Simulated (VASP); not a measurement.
# NaSr32 (a cell with a defect) in VASP: single point with PBE

Aim: the single point of NaSr32 (a cell with a defect) with PBE.

Everything below comes from runs of VASP 6.6.1. Logs are shortened: lines on timing, memory, paths and dates and some standing lists are left out, and cuts for length are marked.

### 1 The cell of the first run

The cell holds a defect, 33 atoms: a = 12.160 Å, b = 12.160 Å, c = 12.160 Å, α = 90.00°, β = 90.00°, γ = 90.00°.

### 2 Single point, PBE

Input file INCAR:

```
PREC     = Accurate       # precision mode
ENCUT    = 520            # plane-wave cutoff, eV
EDIFF    = 1E-7           # SCF threshold, eV
ISMEAR   = -1             # smearing method
SIGMA    = 0.05           # smearing width, eV
LREAL    = Auto         
LASPH    = True           # aspherical terms in the spheres
NELM     = 80             # most SCF steps
ALGO     = Normal         # electronic algorithm
ISIF     = 2              # what is computed and relaxed
LWAVE    = False          # write WAVECAR
LCHARG   = False          # write CHGCAR
GGA      = PE             # functional
NBANDS   = 186            # bands
```

Input file KPOINTS:

```
regular mesh
0
Gamma
  1 1 1
```

Input file POSCAR:

```
NaSr32
1.0
   12.1600000000      0.0000000000      0.0000000000
    0.0000000000     12.1600000000      0.0000000000
    0.0000000000      0.0000000000     12.1600000000
Sr Na
32 1
Direct
    0.5000353558     -0.0062174188      0.0001991805
    0.7563566866      0.2500200918      0.0002040912
    0.7489657442      0.0008164037      0.2509368228
    0.0003158026     -0.0024278073     -0.0001035439
    0.2438279276      0.2500200910      0.0001993382
    0.5000355438      0.5063190081      0.0002029468
    0.7527258577      0.7501630097     -0.0001004811
    0.2513213270      0.0013872035      0.2515192654
    0.5005610439      0.2503028580      0.2223348537
    0.7492552769      0.4993214618      0.2506504289
    0.5006160546     -0.0292661297      0.4997968878
    0.7764958117      0.2502825455      0.4998288734
    0.7487786466      0.0009965854      0.7489724899
    0.0003054674      0.5026382212     -0.0001012160
    0.2476624867      0.7501729014     -0.0001045874
   -0.0006174036      0.2500192328      0.2436870209
    0.2510078497      0.4987739104      0.2511947744
    0.5000345407      0.7496697821      0.2437002453
   -0.0006114426     -0.0062321186      0.4999875856
    0.2198763126      0.2503474257      0.4997872300
    0.5005505954      0.5272964140      0.4998200887
    0.7563562559      0.7496643920      0.4999890933
    0.2515214621      0.0015891834      0.7483761395
    0.5006024053      0.2503244225      0.7788644420
    0.7490807616      0.4991487063      0.7492675149
    0.0003083413      0.7501667840      0.2474029487
   -0.0006214446      0.5063311392      0.4999885334
    0.2438262833      0.7496734326      0.4999872011
   -0.0006146032      0.2500199838      0.7562527338
    0.2511962010      0.4985789354      0.7487082093
    0.5000360162      0.7496704428      0.7562393494
    0.0003124116      0.7501692399      0.7524685888
    0.4965750243      0.2481402663      0.5011360512
```

Potentials or basis: VASP PAW PBE potentials, release 64 (Sr_sv, Na_pv).

Run with:

```sh
> cat potpaw_PBE.64/Sr_sv/POTCAR potpaw_PBE.64/Na_pv/POTCAR > POTCAR
> mpirun -np 1 vasp_gam > vasp.out
```

OUTCAR:

```text
PREC = Accurate
   ENCUT = 520
   EDIFF = 1E-7
   ISMEAR = -1
   LREAL = Auto
   LASPH = True
   NELM = 80
   ISIF = 2
   GGA = PE

 ion  position               nearest neighbor table
   1  0.500  0.994  0.000-  24 4.12   9 4.13  18 4.19  31 4.20  15 4.27   7 4.27   3 4.30  13 4.30
                             8 4.30  23 4.30   5 4.41   2 4.41
   2  0.756  0.250  0.000-  24 4.11   9 4.12  16 4.18  29 4.19   4 4.27  14 4.27  10 4.30   3 4.30
                            25 4.30  13 4.30   1 4.41   6 4.41
   3  0.749  0.001  0.251-  11 4.29   9 4.30  19 4.30  16 4.30   1 4.30  12 4.30   2 4.30  18 4.30
                            22 4.30   7 4.31  26 4.32   4 4.32
   4  0.000  0.998  1.000-  15 4.25  32 4.25  26 4.26   7 4.26   5 4.27  29 4.27  16 4.27   2 4.27
                             3 4.32  13 4.32   8 4.32  23 4.32
   5  0.244  0.250  0.000-  24 4.12   9 4.13  16 4.20  29 4.20   4 4.27  14 4.27  17 4.30   8 4.30
                            30 4.30  23 4.30   1 4.41   6 4.41
   6  0.500  0.506  0.000-  24 4.12   9 4.12  18 4.19  31 4.19  15 4.27   7 4.27  10 4.30  25 4.30
                            17 4.30  30 4.30   5 4.41   2 4.41
   7  0.753  0.750  1.000-   4 4.26  32 4.26  26 4.26  14 4.26   1 4.27  31 4.27  18 4.27   6 4.27
                            10 4.31  25 4.31   3 4.31  13 4.31
   8  0.251  0.001  0.252-  20 4.29  11 4.29   9 4.30   5 4.30   1 4.30  28 4.30  19 4.30  18 4.30
                            16 4.31  26 4.32   4 4.32  15 4.32
   9  0.501  0.250  0.222-  33 3.39   2 4.12   6 4.12   1 4.13   5 4.13  10 4.29   3 4.30  17 4.30
[... 32 lines left out ...]
                             2 4.30   7 4.31  14 4.32  32 4.32
  26  0.000  0.750  0.247-  15 4.26   4 4.26  14 4.26   7 4.26  28 4.27  19 4.27  27 4.27  22 4.27
                            10 4.32   3 4.32  17 4.32   8 4.32
  27  0.999  0.506  0.500-  20 4.11  12 4.13  22 4.18  28 4.19  32 4.27  26 4.27  10 4.30  25 4.30
                            17 4.30  30 4.30  29 4.41  16 4.41
  28  0.244  0.750  0.500-  11 4.12  21 4.13  27 4.19  19 4.20  32 4.27  26 4.27  17 4.30  30 4.30
                             8 4.30  23 4.30  31 4.41  18 4.41
  29  0.999  0.250  0.756-  20 4.11  12 4.13   2 4.19   5 4.20   4 4.27  14 4.27  25 4.30  13 4.30
                            30 4.30  23 4.31  19 4.41  27 4.41
  30  0.251  0.499  0.749-  20 4.29  24 4.29  21 4.30  28 4.30  31 4.30   5 4.30   6 4.30  29 4.30
                            27 4.30  14 4.32  32 4.32  15 4.32
  31  0.500  0.750  0.756-  11 4.12  21 4.13   6 4.19   1 4.20  15 4.27   7 4.27  25 4.30  30 4.30
                            13 4.30  23 4.30  28 4.41  22 4.41
  32  0.000  0.750  0.752-  15 4.25   4 4.25  14 4.26   7 4.26  28 4.27  19 4.27  27 4.27  22 4.27
                            25 4.32  13 4.32  30 4.32  23 4.32
  33  0.497  0.248  0.501-  20 3.36  11 3.37  24 3.38   9 3.39  21 3.39  12 3.40

  LATTYP: Found a simple cubic cell.
 ALAT       =    12.1600000000

  Lattice vectors:

 A1 = (  12.1600000000,   0.0000000000,   0.0000000000)
 A2 = (   0.0000000000,  12.1600000000,   0.0000000000)
[... 180 lines left out ...]
   EFERMI =   0.00;   METHOD = LEGACY
   ISMEAR =    -1;   SIGMA  =   0.05  broadening in eV -4-tet -1-fermi 0-gaus
   EFERMI_NEDOS =   21; number of points for ismear=-14 and -15
   IALGO  =     38    algorithm
   IMIX   =      4    mixing-type and parameters
     AMIX     =   0.40;   BMIX     =  1.00
     AMIX_MAG =   1.60;   BMIX_MAG =  1.00
  volume/ion in A,a.u.               =      54.49       367.69
  Fermi-wavevector in a.u.,A,eV,Ry     =   0.927521  1.752761 11.705032  0.860296
  Thomas-Fermi vector in A             =   2.053600
   LORBIT       =      0    0 simple, 1 ext, 2 COOP (PROOUT), +10 PAW based schemes
   GGA     = PE    functional components
   LHFCALC =     F    Hartree Fock is set to
   AEXX    =    0.0000 exact exchange contribution
   IVDW    =     0    specifies the selected vdW correction
   LEPSILON=     F    determine dielectric tensor
   LRPA    =     F    only Hartree local field effects (RPA)
 non-spin polarized calculation
  energy-cutoff  :      520.00
  volume of cell :     1798.05
 maximum number of plane-waves:     24245
 NGX is ok and might be reduce to    90
   NGX = 45   NGY = 45   NGZ = 45

 number of electron     326.9999998 magnetization

 Free energy of the ion-electron system (eV)
  ---------------------------------------------------
  ext. energy  EPLUGINS =         0.00000000
  ---------------------------------------------------
  free energy    TOTEN  =       -54.58863533 eV

  energy without entropy =      -53.97668589  energy(sigma->0) =      -54.28266061

 E-fermi :   1.6393     XC(G=0):  -7.3329

 val. band max:        1.6391997157   @ k =   0.0000   0.0000   0.0000
 cond. band min:       1.6406469897   @ k =   0.0000   0.0000   0.0000
 fundamental gap:      0.0014472740
 Fermi energy:         1.6392536760

 k-point     1 :       0.0000    0.0000    0.0000
  band No.  band energies     occupation
      1     -35.1665      2.00000
      2     -35.1651      2.00000
      3     -35.1646      2.00000
      4     -35.1639      2.00000
      5     -35.1632      2.00000
      6     -35.1625      2.00000
[... 167 lines left out ...]
    174       2.1466      0.00008
    175       2.1467      0.00008
 [bands above 175 left out]

------------------------ aborting loop because EDIFF is reached ----------------------------------------

  FORCE on cell =-STRESS in cart. coord.  units (eV):
  Direction    XX          YY          ZZ          XY          YZ          ZX
  --------------------------------------------------------------------------------------
  -------------------------------------------------------------------------------------
  Total       -0.0564938     -0.0352973     -0.0578844     -0.0058113      0.0022211      0.0041619
  in kB       -0.0503397     -0.0314522     -0.0515788     -0.0051782      0.0019792      0.0037085
  external PRESSURE =      -0.0444569 kB  Pullay stress =       0.0000000 kB

 VOLUME and BASIS-vectors are now :
 -----------------------------------------------------------------------------
  energy-cutoff  :      520.00
  volume of cell :     1798.05
      direct lattice vectors                 reciprocal lattice vectors
    12.160000000  0.000000000  0.000000000     0.082236842  0.000000000  0.000000000
     0.000000000 12.160000000  0.000000000     0.000000000  0.082236842  0.000000000
     0.000000000  0.000000000 12.160000000     0.000000000  0.000000000  0.082236842

 POSITION                                       TOTAL-FORCE (eV/Angst)
 -----------------------------------------------------------------------------------
      6.08043     12.08440      0.00242        -0.001067     -0.014873      0.000386
      9.19730      3.04024      0.00248         0.013839     -0.000648      0.000257
      9.10742      0.00993      3.05139        -0.013052      0.012587      0.012702
      0.00384     12.13048     12.15874        -0.000154      0.007454     -0.000046
      2.96495      3.04024      0.00242        -0.014657     -0.000581      0.000382
      6.08043      6.15684      0.00247        -0.001197      0.014777      0.000268
[... 25 lines left out ...]
      0.00380      9.12206      9.15002         0.000839      0.000460     -0.008208
      6.03835      3.01739      6.09381         0.008815      0.003537     -0.001707
 -----------------------------------------------------------------------------------
    total drift:                                0.003976      0.001637     -0.000196

  FREE ENERGIE OF THE ION-ELECTRON SYSTEM (eV)
  ---------------------------------------------------
  free  energy   TOTEN  =       -54.5886353302 eV

  energy  without entropy=      -53.9766858902  energy(sigma->0) =      -54.28266061
```

stdout:

```text
POSCAR found type information on POSCAR SrNa
 POSCAR found :  2 types and      33 ions
 scaLAPACK will be used
 LDA part: xc-table for (Slater+PW92), standard interpolation
 POSCAR, INCAR and KPOINTS ok, starting setup
 FFT: planning ... GRIDC
 FFT: planning ... GRID_SOFT
 FFT: planning ... GRID
 WAVECAR not read
 entering main loop
```

Run time: 11 min. Hardware: 1 thread of AMD EPYC 7R43 (Zen 3), shared host; peak memory 1.3 GiB.

What came out:

- Free energy: -54.5886 eV
- Pressure: 0.0 GPa
- Largest force: 0.022 eV/Å
- Band gap on the k mesh: zero (an odd number of electrons rules out a gap without spin polarisation)

Forces on the atoms (eV/Å):
```
Sr  -0.001 -0.015  0.000
Sr   0.014 -0.001  0.000
Sr  -0.013  0.013  0.013
Sr   0.000  0.007  0.000
Sr  -0.015 -0.001  0.000
Sr  -0.001  0.015  0.000
Sr  -0.008  0.001  0.000
Sr   0.012  0.013  0.013
Sr   0.001  0.001 -0.005
Sr  -0.013 -0.013  0.012
Sr   0.001 -0.008  0.000
Sr   0.003  0.000  0.000
Sr  -0.013  0.013 -0.013
Sr   0.000 -0.007  0.000
Sr   0.008  0.000  0.000
Sr   0.000 -0.001 -0.014
Sr   0.012 -0.013  0.013
Sr  -0.001  0.000 -0.014
Sr   0.000 -0.014  0.000
Sr  -0.010  0.001 -0.001
Sr   0.001  0.004  0.000
Sr   0.014  0.000  0.000
Sr   0.013  0.013 -0.013
Sr   0.001  0.000  0.007
Sr  -0.013 -0.013 -0.012
Sr   0.001  0.000  0.008
Sr   0.000  0.014  0.000
Sr  -0.014  0.000  0.000
Sr   0.000 -0.001  0.014
Sr   0.012 -0.013 -0.013
Sr  -0.001  0.000  0.014
Sr   0.001  0.000 -0.008
Na   0.009  0.004 -0.002
```

Caveat: the k points lie up to 0.52 Å⁻¹ apart, too coarse for converged energies and pressures of a metal.
